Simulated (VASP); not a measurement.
# LiSe (Pmn2_1) in VASP: a series of runs, part 2 of 2

VASP 6.6.1. Earlier steps stand in the parts before.

### 3 Single point, PBE

File INCAR:

```
ALGO = Normal
EDIFF = 1E-6
ENCUT = 520
GGA = PE
ISIF = 2
ISMEAR = 0
LASPH = True
LCHARG = False
LREAL = False
LWAVE = False
NBANDS = 17
NELM = 100
PREC = Accurate
SIGMA = 0.1
```

File KPOINTS:

```
k-points
0
Gamma
  4 4 4
```

File POSCAR:

```
LiSe
1.0
    4.1146370000      0.0000000000      0.0000000000
    0.0000000000      6.3302107700      0.0000000000
    0.0000000000      0.0000000000      6.3302107700
Li Se
2 2
Direct
    0.0000000000      0.7500000000      0.0000000000
    0.5000000000      0.2500000000      0.5000000000
    0.0000000000      0.4450000000      0.3050000000
    0.5000000000      0.5550000000      0.8050000000
```

Potentials or basis: VASP PAW PBE potentials, release 64 (Li_sv, Se).

Started as:

```sh
$ cat potpaw_PBE.64/Li_sv/POTCAR potpaw_PBE.64/Se/POTCAR > POTCAR
$ mpirun -np 1 vasp_std > vasp.out
```

OUTCAR:

```text
EDIFF = 1E-6
   ENCUT = 520
   GGA = PE
   ISIF = 2
   ISMEAR = 0
   LASPH = True
   LREAL = False
   NELM = 100
   PREC = Accurate

 ion  position               nearest neighbor table
   1  0.000  0.750  0.000-   4 2.70   4 2.70
   2  0.500  0.250  0.500-   3 2.70   3 2.70
   3  0.000  0.445  0.305-   2 2.70   2 2.70
   4  0.500  0.555  0.805-   1 2.70   1 2.70

  LATTYP: Found a simple tetragonal cell.
 ALAT       =     6.3302107700
 C/A-ratio  =     0.6499999999

[... 661 lines left out ...]
      6      -3.6970      2.00000
[... 9 lines left out ...]
     16       5.1438      0.00000
     17       6.2843      0.00000

 [... further k-points ...]
[... 5 lines left out ...]
  --------------------------------------------------------------------------------------
  -------------------------------------------------------------------------------------
  Total       -2.7779419     -3.5043396     -4.4419195      0.0000000      0.0000000      0.0000000
  in kB      -26.9939143    -34.0524924    -43.1631761      0.0000000      0.0000000      0.0000000
  external PRESSURE =     -34.7365276 kB  Pullay stress =       0.0000000 kB

 VOLUME and BASIS-vectors are now :
 -----------------------------------------------------------------------------
  energy-cutoff  :      520.00
  volume of cell :      164.88
      direct lattice vectors                 reciprocal lattice vectors
     4.114637000  0.000000000  0.000000000     0.243034805  0.000000000  0.000000000
     0.000000000  6.330210770  0.000000000     0.000000000  0.157972623  0.000000000
     0.000000000  0.000000000  6.330210770     0.000000000  0.000000000  0.157972623

 POSITION                                       TOTAL-FORCE (eV/Angst)
 -----------------------------------------------------------------------------------
      0.00000      4.74766      0.00000         0.000000     -0.728745     -0.068233
      2.05732      1.58255      3.16511         0.000000      0.728745     -0.068233
      0.00000      2.81694      1.93071         0.000000      0.191879      0.068233
      2.05732      3.51327      5.09582         0.000000     -0.191879      0.068233
 -----------------------------------------------------------------------------------
    total drift:                                0.000000      0.000000      0.000272

  FREE ENERGIE OF THE ION-ELECTRON SYSTEM (eV)
  ---------------------------------------------------
  free  energy   TOTEN  =       -11.6200964206 eV

  energy  without entropy=      -11.5988166442  energy(sigma->0) =      -11.60945653
```

OSZICAR:

```text
N       E                     dE             d eps       ncg     rms          rms(c)
DAV:   1     0.959971052825E+02    0.95997E+02   -0.70245E+03   918   0.894E+02
DAV:   2     0.354619973320E+01   -0.92451E+02   -0.86992E+02  1160   0.181E+02
DAV:   3    -0.110716723050E+02   -0.14618E+02   -0.14475E+02  1468   0.581E+01
DAV:   4    -0.120278606472E+02   -0.95619E+00   -0.95102E+00  1414   0.170E+01
DAV:   5    -0.121476041158E+02   -0.11974E+00   -0.11973E+00  1346   0.441E+00    0.301E+00
DAV:   6    -0.117475002558E+02    0.40010E+00   -0.27188E-01  1203   0.244E+00    0.176E+00
DAV:   7    -0.115899314669E+02    0.15757E+00   -0.35550E-01  1284   0.257E+00    0.636E-01
DAV:   8    -0.116111269986E+02   -0.21196E-01   -0.69490E-02  1139   0.131E+00    0.284E-01
DAV:   9    -0.116142480044E+02   -0.31210E-02   -0.53971E-03  1283   0.352E-01    0.215E-01
DAV:  10    -0.116198057544E+02   -0.55578E-02   -0.81885E-03   933   0.402E-01    0.291E-02
DAV:  11    -0.116199745411E+02   -0.16879E-03   -0.31745E-04  1489   0.102E-01    0.213E-02
DAV:  12    -0.116200884751E+02   -0.11393E-03   -0.13566E-04   971   0.595E-02    0.121E-02
DAV:  13    -0.116200948817E+02   -0.64066E-05   -0.97524E-06  1279   0.153E-02    0.429E-03
DAV:  14    -0.116200959991E+02   -0.11174E-05   -0.42545E-06  1010   0.868E-03    0.115E-03
DAV:  15    -0.116200964206E+02   -0.42149E-06   -0.29101E-07  1070   0.314E-03
   1 F= -.11620096E+02 E0= -.11609457E+02  d E =-.212798E-01
```

stdout:

```text
POSCAR found type information on POSCAR LiSe
 POSCAR found :  2 types and       4 ions
 scaLAPACK will be used
 LDA part: xc-table for (Slater+PW92), standard interpolation
 POSCAR, INCAR and KPOINTS ok, starting setup
 FFT: planning ... GRIDC
 FFT: planning ... GRID_SOFT
 FFT: planning ... GRID
 WAVECAR not read
 entering main loop
```

Wall time 58 s (1 thread of Intel Xeon Platinum 8488C (Sapphire Rapids), shared host); peak memory 0.27 GiB.

Results:

```
Free energy            : -11.6201 eV
Largest force          : 0.732 eV/Å
Band gap on the k mesh : zero (band 9 reaches -0.99 eV, above the bottom of band 10 at -1.94 eV)
```

Forces on the atoms (eV/Å):
```
Li   0.000 -0.729 -0.068
Li   0.000  0.729 -0.068
Se   0.000  0.192  0.068
Se   0.000 -0.192  0.068
```

Levels at points of the mesh, in eV from the Fermi level:
```csv
k point,band 5,band 6,band 7,band 8,band 9,band 10,band 11,band 12,band 13,band 14
"(0.00, 0.00, 0.00)",-2.30,-1.25,-0.87,-0.53,0.39,0.61,1.87,4.44,5.30,6.10
"(0.50, 0.00, 0.00)",-1.74,-1.74,-1.22,-1.22,-0.48,-0.48,3.97,3.97,5.78,5.78
"(0.00, 0.50, 0.00)",-2.31,-1.54,-0.92,-0.52,0.39,0.58,3.27,4.29,5.21,5.55
"(0.00, 0.00, 0.50)",-1.53,-1.53,-0.57,-0.57,-0.11,-0.11,2.72,2.72,6.51,6.51
"(0.50, 0.50, 0.00)",-1.75,-1.75,-1.24,-1.24,-0.56,-0.56,4.07,4.07,5.80,5.80
"(0.50, 0.00, 0.50)",-2.32,-2.32,-0.88,-0.88,0.08,0.08,4.32,4.32,4.86,4.86
"(0.00, 0.50, 0.50)",-1.67,-1.67,-0.61,-0.61,-0.11,-0.11,3.73,3.73,5.67,5.67
"(0.50, 0.50, 0.50)",-2.30,-2.30,-1.00,-1.00,0.05,0.05,4.20,4.20,5.63,5.63
```

Caveat: the k points lie up to 0.38 Å⁻¹ apart; the cutoff is under 1.25 times the usual one of these potentials, so pressure, stress and relaxed cells hold a basis-set (Pulay) error.
